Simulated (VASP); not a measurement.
Input of a VASP 6.6.1 run:

File INCAR:

```
SYSTEM = Al
  ALGO = Normal
  DIPOL = 0.5 0.5 0.500
  EDIFF = 1E-6
  ENCUT = 400
  GGA_COMPAT = .FALSE.
  IDIPOL = 3
  ISIF = 2
  ISMEAR = -1
  LASPH = .TRUE.
  LCHARG = .FALSE.
  LDIPOL = .TRUE.
  LREAL = .FALSE.
  LWAVE = .FALSE.
  NBANDS = 16
  NELM = 120
  NELMDL = -8
  PREC = Accurate
  SIGMA = 0.05
```

KPOINTS

```
k-points
0
G
  13 9 1
  0 0 0
```

Contents of POSCAR:

```
Al
1.0
    2.8168008949      0.0000000000      0.0000000000
    0.0000000000      3.9835580280      0.0000000000
    0.0000000000      0.0000000000     21.6336000000
Al
5
Direct
    0.0000000000      0.0000000000      0.3697950923
    0.5000000000      0.5000000000      0.4348975459
    0.0000000000      0.0000000000      0.5000000000
    0.5000000000      0.5000000000      0.5651024541
    0.0000000000      0.0000000000      0.6302049077
```

Potentials or basis: VASP PAW LDA potentials, release 64 (Al).

Command:

```sh
$ cat potpaw_LDA.64/Al/POTCAR > POTCAR
$ mpirun -np 1 vasp_std > vasp.out
```

Task: Predict the largest force.

Result: 0.320 eV/Å.

Forces in eV/Å, atoms in the order of the input:
```
Al   0.000  0.000  0.320
Al   0.000  0.000 -0.113
Al   0.000  0.000  0.000
Al   0.000  0.000  0.113
Al   0.000  0.000 -0.320
```
